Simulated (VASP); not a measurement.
The system is KTaO3.

```
CELL_PARAMETERS angstrom
3.98830 0.00000 0.00000
0.00000 3.98830 0.00000
0.00000 0.00000 3.98830
ATOMIC_POSITIONS crystal
Ta 0.00000 0.00000 0.00000
K 0.50000 0.50000 0.50000
O 0.00000 0.00000 0.50000
O 0.00000 0.50000 0.00000
O 0.50000 0.00000 0.00000
```

- Program: VASP 6.6.1
- Task: relaxation of cell and atoms
- Functional: BLYP
- Dispersion: D4
- Potentials or basis: VASP PAW PBE potentials, release 64 (Ta_sv_GW, K_sv, O)
- Cutoff: 700 eV
- k mesh: 7 × 7 × 7
- Occupations: fermi-dirac, width 0.05 eV
- Spin: no spin polarisation

At the start: pressure 6.9 GPa; volume 12.69 Å³/atom.

Task: How do energy, volume and symmetry change on relaxing?

Result: Over 3 steps the energy falls by 9.2 meV/atom and the volume is 13.13 Å³/atom (+3.5 %); space group Pm-3m (No. 221, to 0.1 Å) before and after.

The path:
```csv
step,energy change (eV),largest force (eV/Å),pressure (GPa),volume (Å³)
1,0.0000,0.0000,6.90,63.44
2,0.0252,0.0000,-7.45,68.59
3,-0.0460,0.0000,-0.08,65.67
```

Final structure:
```
Ta K O
1.0
     4.03441    0.00000    0.00000
     0.00000    4.03441    0.00000
     0.00000    0.00000    4.03441
Ta K O
1 1 3
Direct
  0.00000 0.00000 0.00000
  0.50000 0.50000 0.50000
  0.00000 0.00000 0.50000
  0.00000 0.50000 0.00000
  0.50000 0.00000 0.00000
```

Caveat: the PAW data sets were made with another functional, which shifts forces and pressure a little.
